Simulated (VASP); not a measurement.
# Li (Im-3m) in VASP: single point with HSE06

Aim: the single point of Li with HSE06.

All numbers are computed with VASP 6.6.1; they aren't measurements. Logs are shortened: lines on timing, memory, paths and dates and some standing lists are left out, and cuts for length are marked.

## (1) The cell of the first run

Symmetry: Im-3m, No. 229, cubic system. Conventional cell: a = 3.466 Å, b = 3.466 Å, c = 3.466 Å, α = 90.00°, β = 90.00°, γ = 90.00°. Li (site symmetry m-3m) has 14 Li at 3.00 to 3.47 Å within 4.0 Å.

## (2) Single point, HSE06

POSCAR reads:

```
Li
1.0
   -1.7331098138      1.7331098138      1.7331098138
    1.7331098138     -1.7331098138      1.7331098138
    1.7331098138      1.7331098138     -1.7331098138
Li
1
Direct
    0.0000000000      0.0000000000      0.0000000000
```

INCAR.step1 reads:

```
SYSTEM = Li
PREC = Accurate
ENCUT = 520
EDIFF = 1E-5
ISMEAR = 0
SIGMA = 0.05
LREAL = .FALSE.
LASPH = .TRUE.
NELM = 60
ALGO = Normal
ISIF = 2
LWAVE = .TRUE.
LCHARG = .FALSE.
GGA = PE
NBANDS = 8
```

INCAR.step2 reads:

```
SYSTEM = Li
PREC = Accurate
ENCUT = 520
EDIFF = 1E-6
ISMEAR = 0
SIGMA = 0.05
LREAL = .FALSE.
LASPH = .TRUE.
NELM = 60
ALGO = Normal
ISIF = 2
LWAVE = .FALSE.
LCHARG = .FALSE.
GGA = PE
LHFCALC = .TRUE.
HFSCREEN = 0.2079
PRECFOCK = Normal
ISTART = 1
NBANDS = 8
```

KPOINTS reads:

```
regular mesh
0
G
  8 8 8
  0 0 0
```

Potentials or basis: VASP PAW PBE potentials, release 64 (Li_sv).

The run is started by

```
> cat potpaw_PBE.64/Li_sv/POTCAR > POTCAR
> cp INCAR.step1 INCAR
> mpirun -np 1 vasp_std > vasp.out
> cp INCAR.step2 INCAR
> mpirun -np 1 vasp_std > vasp.out
```

OUTCAR:

```text
SYSTEM = Li
   PREC = Accurate
   ENCUT = 520
   EDIFF = 1E-6
   ISMEAR = 0
   LREAL = .FALSE.
   LASPH = .TRUE.
   NELM = 60
   ISIF = 2
   GGA = PE
   LHFCALC = .TRUE.
   HFSCREEN = 0.2079
   PRECFOCK = Normal
   ISTART = 1

 ion  position               nearest neighbor table
   1  0.000  0.000  0.000-

  LATTYP: Found a body centered cubic cell.
 ALAT       =     3.4662196276

  Lattice vectors:

 A1 = (  -1.7331098138,   1.7331098138,   1.7331098138)
 A2 = (   1.7331098138,  -1.7331098138,   1.7331098138)
 A3 = (   1.7331098138,   1.7331098138,  -1.7331098138)

Analysis of symmetry for initial positions (statically):
=====================================================================
 Subroutine PRICEL returns:
 Original cell was already a primitive cell.

 Routine SETGRP: Setting up the symmetry group for a
 body centered cubic supercell.

 Subroutine GETGRP returns: Found 48 space group operations
 (whereof 48 operations were pure point group operations)
 out of a pool of 48 trial point group operations.

The static configuration has the point symmetry O_h .

Analysis of symmetry for dynamics (positions and initial velocities):
=====================================================================
 Subroutine PRICEL returns:
 Original cell was already a primitive cell.

 Routine SETGRP: Setting up the symmetry group for a
 body centered cubic supercell.

 Subroutine GETGRP returns: Found 48 space group operations
 (whereof 48 operations were pure point group operations)
 out of a pool of 48 trial point group operations.

The dynamic configuration has the point symmetry O_h .

 Subroutine INISYM returns: Found 48 space group operations
 (whereof 48 operations are pure point group operations),
 and found     1 'primitive' translations

----------------------------------------------------------------------------------------

                                     Primitive cell

  volume of cell :      20.8228

  direct lattice vectors                    reciprocal lattice vectors
    -1.733109814  1.733109814  1.733109814     0.000000000  0.288498741  0.288498741
     1.733109814 -1.733109814  1.733109814     0.288498741  0.000000000  0.288498741
     1.733109814  1.733109814 -1.733109814     0.288498741  0.288498741  0.000000000

  length of vectors
     3.001834253  3.001834253  3.001834253     0.407998833  0.407998833  0.407998833

  position of ions in fractional coordinates (direct lattice)
     0.000000000  0.000000000  0.000000000

  ion indices of the primitive-cell ions
   primitive index   ion index
                 1           1

----------------------------------------------------------------------------------------

 KPOINTS: regular mesh

Automatic generation of k-mesh.
 Grid dimensions read from file:
 generate k-points for:    8    8    8

 Generating k-lattice:

  Cartesian coordinates                     Fractional coordinates (reciprocal lattice)
     0.000000000  0.036062343  0.036062343     0.125000000  0.000000000  0.000000000
     0.036062343  0.000000000  0.036062343     0.000000000  0.125000000  0.000000000
     0.036062343  0.036062343  0.000000000     0.000000000  0.000000000  0.125000000

  Length of vectors
     0.050999854  0.050999854  0.050999854

  Shift w.r.t. Gamma in fractional coordinates (k-lattice)
     0.000000000  0.000000000  0.000000000

 Subroutine IBZKPT returns following result:
 ===========================================

 Found     29 irreducible k-points:

 Following reciprocal coordinates:
            Coordinates               Weight
  0.000000  0.000000  0.000000      1.000000
  0.125000  0.000000  0.000000     12.000000
  0.250000  0.000000  0.000000     12.000000
  0.375000  0.000000  0.000000     12.000000
  0.500000  0.000000  0.000000      6.000000
  0.125000  0.125000  0.000000     24.000000
[... 16 lines left out ...]
 -0.250000  0.250000  0.250000      6.000000
 -0.375000  0.375000  0.250000     24.000000
 [... further k-points ...]
   k-points           NKPTS =     29   k-points in BZ     NKDIM =    512   number of bands    NBANDS=      8
   number of dos      NEDOS =    301   number of ions     NIONS =      1
   total plane-waves  NPLWV =  13824
   dimension x,y,z NGX =    24 NGY =   24 NGZ =   24
   dimension x,y,z NGXF=    48 NGYF=   48 NGZF=   48
   ions per type =               1
   NGX,Y,Z   is equivalent  to a cutoff of  13.29, 13.29, 13.29 a.u.
   NGXF,Y,Z  is equivalent  to a cutoff of  26.58, 26.58, 26.58 a.u.
 SYSTEM =  Li
   PREC   = accura    normal or accurate (medium, high low for compatibility)
   ISTART =      1    job   : 0-new  1-cont  2-samecut
   ICHARG =      0    charge: 1-file 2-atom 10-const
   ISPIN  =      1    spin polarized calculation?
   LNONCOLLINEAR =      F non collinear calculations
   LSORBIT =      F    spin-orbit coupling
   LASPH  =      T    aspherical Exc in radial PAW
   ENCUT  =  520.0 eV  38.22 Ry    6.18 a.u.   5.58  5.58  5.58*2*pi/ulx,y,z
   NELM   =     60;   NELMIN=  2; NELMDL=  0     # of ELM steps
   EDIFF  = 0.1E-05   stopping-criterion for ELM
   LREAL  =      F    real-space projection
   EDIFFG = 0.1E-04   stopping-criterion for IOM
   NSW    =      0    number of steps for IOM
   IBRION =     -1    ionic relax: 0-MD 1-quasi-New 2-CG
   NFREE  =      0    steps in history (QN), initial steepest desc. (CG)
   ISIF   =      2    stress and relaxation
   ISYM   =      3    0-nonsym 1-usesym 2-fastsym
   POTIM  = 0.5000    time-step for ionic-motion
   TEBEG  =    0.0;   TEEND  =   0.0 temperature during run
   PSTRESS=    0.0 pullay stress
   NELECT =       3.0000    total number of electrons
   NUPDOWN=      -1.0000    fix difference up-down
   EMIN   =  10.00;   EMAX   =-10.00  energy-range for DOS
   EFERMI =   0.00;   METHOD = LEGACY
   ISMEAR =     0;   SIGMA  =   0.05  broadening in eV -4-tet -1-fermi 0-gaus
   EFERMI_NEDOS =   21; number of points for ismear=-14 and -15
   IALGO  =     38    algorithm
   IMIX   =      1    mixing-type and parameters
     AMIX     =   0.40;   BMIX     =  1.00
     AMIX_MAG =   1.60;   BMIX_MAG =  1.00
  volume/ion in A,a.u.               =      20.82       140.52
  Fermi-wavevector in a.u.,A,eV,Ry     =   0.858228  1.621815 10.021435  0.736555
  Thomas-Fermi vector in A             =   1.975400
   LORBIT       =      0    0 simple, 1 ext, 2 COOP (PROOUT), +10 PAW based schemes
   GGA     = PE    functional components
   LHFCALC =     T    Hartree Fock is set to
   PRECFOCK=normal    Normal, Fast or Accurate (Low or Medium for compatibility)
   ENCUT4O =  -1.0   cutoff for four orbital integrals eV
   NKREDX  =     1    reduce k-point grid by
   NKREDY  =     1    reduce k-point grid by
   NKREDZ  =     1    reduce k-point grid by
   AEXX    =    0.2500 exact exchange contribution
   HFSCREEN=    0.2079 screening length (either q_TF or 0.3 A-1)
   HFSCREENC=   0.2079 screening length for correlation (either q_TF or 0.3 A-1)
   ENCUTFOCK=  -1.0 apply spherical cutoff to Coloumb kernel
   IVDW    =     0    specifies the selected vdW correction
   LEPSILON=     F    determine dielectric tensor
   LRPA    =     F    only Hartree local field effects (RPA)
 non-spin polarized calculation
 Gauss-broadening in eV      SIGMA  =   0.05
  energy-cutoff  :      520.00
  volume of cell :       20.82
 maximum number of plane-waves:       586
 NGX is ok and might be reduce to    24
  NGX = 18; NGY = 18; NGZ = 18

 number of electron       2.9999993 magnetization

 Free energy of the ion-electron system (eV)
  ---------------------------------------------------
  ext. energy  EPLUGINS =         0.00000000
  ---------------------------------------------------
  free energy    TOTEN  =        -1.96096403 eV

  energy without entropy =       -1.95944664  energy(sigma->0) =       -1.96020533

 E-fermi :   0.6752     XC(G=0):  -5.8990

 val. band max:        0.5348438764   @ k =   0.2500   0.2500   0.0000
 cond. band min:       0.7125165302   @ k =   0.3750   0.1250   0.0000
 fundamental gap:      0.1776726538
 Fermi energy:         0.6752380645

 k-point     1 :       0.0000    0.0000    0.0000
  band No.  band energies     occupation
      1     -49.6873      2.00000
      2      -3.7527      2.00000
      3      15.7376      0.00000
      4      15.7376      0.00000
      5      15.7377      0.00000
      6      20.3421      0.00000
      7      20.3421      0.00000
      8      20.3422      0.00000

 k-point     2 :       0.1250    0.0000    0.0000
  band No.  band energies     occupation
      1     -49.6846      2.00000
      2      -3.3896      2.00000
      3      13.7261      0.00000
      4      14.5428      0.00000
      5      15.2278      0.00000
      6      18.1569      0.00000
      7      18.2044      0.00000
      8      20.1931      0.00000

 k-point     3 :       0.2500    0.0000    0.0000
  band No.  band energies     occupation
      1     -49.6778      2.00000
      2      -2.2969      2.00000
      3       9.7304      0.00000
      4      12.9171      0.00000
      5      14.1327      0.00000
      6      16.2104      0.00000
      7      17.7365      0.00000
      8      20.6651      0.00000

 k-point     4 :       0.3750    0.0000    0.0000
  band No.  band energies     occupation
      1     -49.6714      2.00000
      2      -0.5444      2.00000
      3       6.0988      0.00000
      4      11.8480      0.00000
      5      13.2489      0.00000
      6      15.0305      0.00000
      7      17.9429      0.00000
      8      22.1993      0.00000

 k-point     5 :       0.5000    0.0000    0.0000
  band No.  band energies     occupation
      1     -49.6688      2.00000
      2       0.9322      0.00000
      3       4.0139      0.00000
      4      11.4833      0.00000
      5      12.9297      0.00000
      6      14.6360      0.00000
      7      18.1340      0.00000
      8      23.5863      0.00000

 k-point     6 :       0.1250    0.1250    0.0000
  band No.  band energies     occupation
      1     -49.6798      2.00000
      2      -2.6599      2.00000
      3      11.6008      0.00000
      4      12.1747      0.00000
      5      13.8487      0.00000
      6      17.7818      0.00000
      7      18.1284      0.00000
      8      20.4781      0.00000

 k-point     7 :       0.2500    0.1250    0.0000
  band No.  band energies     occupation
      1     -49.6733      2.00000
      2      -1.2123      2.00000
      3       7.9015      0.00000
      4      10.6844      0.00000
      5      12.6740      0.00000
      6      17.5483      0.00000
      7      18.2196      0.00000
      8      21.4712      0.00000
[... 133 lines left out ...]
 k-point    20 :      -0.3750    0.5000    0.1250
  band No.  band energies     occupation
      1     -49.6660      2.00000
      2       1.5059      0.00000
      3       5.0305      0.00000
      4       8.2084      0.00000
      5      13.4233      0.00000
      6      15.5772      0.00000
      7      18.4917      0.00000
      8      19.8199      0.00000

 k-point    21 :      -0.3750   -0.3750    0.1250
  band No.  band energies     occupation
      1     -49.6646      2.00000
      2       3.4666      0.00000
      3       3.4667      0.00000
      4       7.0358      0.00000
      5      13.8648      0.00000
      6      16.4013      0.00000
      7      16.4013      0.00000
      8      20.1716      0.00000

 k-point    22 :       0.2500    0.2500    0.2500
  band No.  band energies     occupation
      1     -49.6675      2.00000
      2       4.2953      0.00000
      3       4.2953      0.00000
      4       4.2953      0.00000
      5       9.3704      0.00000
      6      24.6332      0.00000
      7      24.6332      0.00000
      8      24.6333      0.00000

 k-point    23 :      -0.2500    0.2500    0.2500
  band No.  band energies     occupation
      1     -49.6704      2.00000
      2      -0.7891      2.00000
      3       9.6255      0.00000
      4       9.6255      0.00000
      5      11.9581      0.00000
      6      13.7704      0.00000
      7      21.8195      0.00000
      8      21.8195      0.00000

 k-point    24 :      -0.3750    0.3750    0.2500
  band No.  band energies     occupation
      1     -49.6652      2.00000
      2       0.9943      0.00000
      3       6.9096      0.00000
      4       8.4944      0.00000
      5      11.8426      0.00000
      6      13.9327      0.00000
      7      18.3025      0.00000
      8      21.3880      0.00000

 [... further k-points ...]

------------------------ aborting loop because EDIFF is reached ----------------------------------------

  FORCE on cell =-STRESS in cart. coord.  units (eV):
  Direction    XX          YY          ZZ          XY          YZ          ZX
  --------------------------------------------------------------------------------------
  -------------------------------------------------------------------------------------
  Total       -0.0101457     -0.0101457     -0.0101457     -0.0000000     -0.0000000      0.0000000
  in kB       -0.7806432     -0.7806432     -0.7806432     -0.0000000     -0.0000000      0.0000000
  external PRESSURE =      -0.7806432 kB  Pullay stress =       0.0000000 kB

 VOLUME and BASIS-vectors are now :
 -----------------------------------------------------------------------------
  energy-cutoff  :      520.00
  volume of cell :       20.82
      direct lattice vectors                 reciprocal lattice vectors
    -1.733109814  1.733109814  1.733109814     0.000000000  0.288498741  0.288498741
     1.733109814 -1.733109814  1.733109814     0.288498741  0.000000000  0.288498741
     1.733109814  1.733109814 -1.733109814     0.288498741  0.288498741  0.000000000

 POSITION                                       TOTAL-FORCE (eV/Angst)
 -----------------------------------------------------------------------------------
      0.00000      0.00000      0.00000        -0.000000      0.000000     -0.000000
 -----------------------------------------------------------------------------------
    total drift:                               -0.000000     -0.000000     -0.000000

  FREE ENERGIE OF THE ION-ELECTRON SYSTEM (eV)
  ---------------------------------------------------
  free  energy   TOTEN  =        -1.9609640258 eV

  energy  without entropy=       -1.9594466398  energy(sigma->0) =       -1.96020533
```

Run time: 6.7 min. Hardware: 1 thread of Intel Xeon Platinum 8259CL at 2.50GHz (Skylake/Cascade Lake), shared host; peak memory 0.24 GiB.

Results:

| Item | Value |
| --- | --- |
| Free energy | -1.9610 eV |
| Band gap on the k mesh | zero (an odd number of electrons rules out a gap without spin polarisation) |

Caveat: the cutoff is under 1.25 times the usual one of these potentials, so pressure, stress and relaxed cells hold a basis-set (Pulay) error; the PAW data sets were made with another functional, which shifts forces and pressure a little.
